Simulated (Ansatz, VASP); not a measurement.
**Two plane-wave programs on Bi2Te3**

```xyz
5
Lattice="2.1900 1.2644 10.1118 -2.1900 1.2644 10.1118 0.0000 -2.5288 10.1118" Properties=species:S:1:pos:R:3 pbc="T T T"
Bi    0.0000    0.0000   18.2071
Bi    0.0000    0.0000   12.1283
Te    0.0000    0.0000   23.9636
Te    0.0000    0.0000    0.0000
Te    0.0000    0.0000    6.3718
```

Alike in both runs: task single point; functional PBEsol; k mesh 12 × 12 × 12; occupations gaussian, width 0.02 eV; no spin polarisation.

|  | VASP | Ansatz |
| --- | --- | --- |
| version | VASP 6.6.1 | Ansatz 0.2.0 |
| potentials or method | VASP PAW PBE potentials, release 64 (Bi_d, Te), cutoff 520 eV | scalar-relativistic, plane waves, PAW |
| valence electrons in the cell | 48 | 78 |

VASP gave:

| Property | Result |
| --- | --- |
| gap on the k mesh at the Fermi level (eV) | 0.21 |
| least direct gap on the mesh (eV) | 0.21 |
| pressure (GPa) | 0.0 |
| rms of the force components (eV/Å) | 0.008 |

Q: Which values does Ansatz return?

A: gap on the k mesh at the Fermi level (eV): 0.22; least direct gap on the mesh (eV): 0.22; pressure (GPa): 0.0; rms of the force components (eV/Å): 0.000.

VASP's potentials were made for PBE, not for PBEsol. Atom by atom the forces differ by 0.007 eV/Å (rms over components). VASP's potentials hold 48 valence electrons a cell and Ansatz's 78, so a difference there can come from the potentials and not from the codes.

Spin-orbit coupling is off throughout.
